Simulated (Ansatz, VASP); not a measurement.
# BP: VASP beside Ansatz

```xyz
2
Lattice="0.0000 2.2742 2.2742 2.2742 0.0000 2.2742 2.2742 2.2742 0.0000" Properties=species:S:1:pos:R:3 pbc="T T T"
B     0.0000    0.0000    0.0000
P     3.4112    3.4112    3.4112
```

Alike in both runs: functional PBE; k mesh 10 × 10 × 10; occupations gaussian, width 0.02 eV; no spin polarisation.

Ansatz relaxed the structure, and its values are those at the end. VASP's run is a single point on that final structure, the one shown.

```csv
,VASP,Ansatz
version,VASP 6.6.1,Ansatz 0.2.0
potentials or method,"VASP PAW PBE potentials, release 64 (B, P), cutoff 500 eV","scalar-relativistic, plane waves, PAW"
valence electrons in the cell,8,8
```

|  | VASP | Ansatz | Ansatz less VASP |
| --- | --- | --- | --- |
| gap on the k mesh at the Fermi level (eV) | 1.25 | 1.25 | +0.004 |
| least direct gap on the mesh (eV) | 3.39 | 3.39 | +0.003 |
| pressure (GPa) | -0.2 | 0.0 | +0.21 |
